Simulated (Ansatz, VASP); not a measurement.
# One calculation of H17O8F, two programs

```
CELL_PARAMETERS angstrom
6.49507 0.00000 0.00000
0.00000 6.49507 0.00000
0.00000 0.00000 6.49507
ATOMIC_POSITIONS crystal
O 0.51233 0.09869 0.88067
O 0.46126 0.65982 0.19186
O 0.67515 0.47512 0.88105
O 0.68072 0.81603 0.60957
O 0.02618 0.32134 0.55540
O 0.08304 0.85782 0.29730
O 0.19216 0.66657 0.69742
O 0.65256 0.32537 0.38545
H 0.36297 0.08783 0.85643
H 0.57742 0.99945 0.78434
H 0.54020 0.78738 0.20809
H 0.51322 0.60251 0.05911
H 0.80289 0.45247 0.95543
H 0.61177 0.33309 0.87208
H 0.81558 0.82840 0.54469
H 0.68535 0.68603 0.68867
H 0.87996 0.33139 0.50557
H 0.06825 0.45878 0.61394
H 0.07555 0.99115 0.22827
H 0.19618 0.78485 0.22617
H 0.13302 0.79498 0.75450
H 0.25508 0.71839 0.57084
H 0.58324 0.45235 0.33602
H 0.54654 0.24925 0.45827
H 0.05697 0.18567 0.68767
F 0.09611 0.06902 0.80762
```

Alike in both runs: functional PBE; dispersion D3(BJ); k mesh 1 × 1 × 1; occupations fermi-dirac, width 0.05 eV; no spin polarisation.

Ansatz relaxed the structure, and its values are those at the end. VASP's run is a single point on that final structure, the one shown.

```csv
,VASP,Ansatz
version,VASP 6.6.1,Ansatz 0.2.0
potentials or method,"VASP PAW PBE potentials, release 64 (O, H, F), cutoff 520 eV","scalar-relativistic, plane waves, PAW"
valence electrons in the cell,72,72
```

VASP gave:

| Quantity | Value |
| --- | --- |
| rms of the force components (eV/Å) | 0.072 |

Question: What did Ansatz give for the same quantities?

Answer: rms of the force components (eV/Å): 0.088.
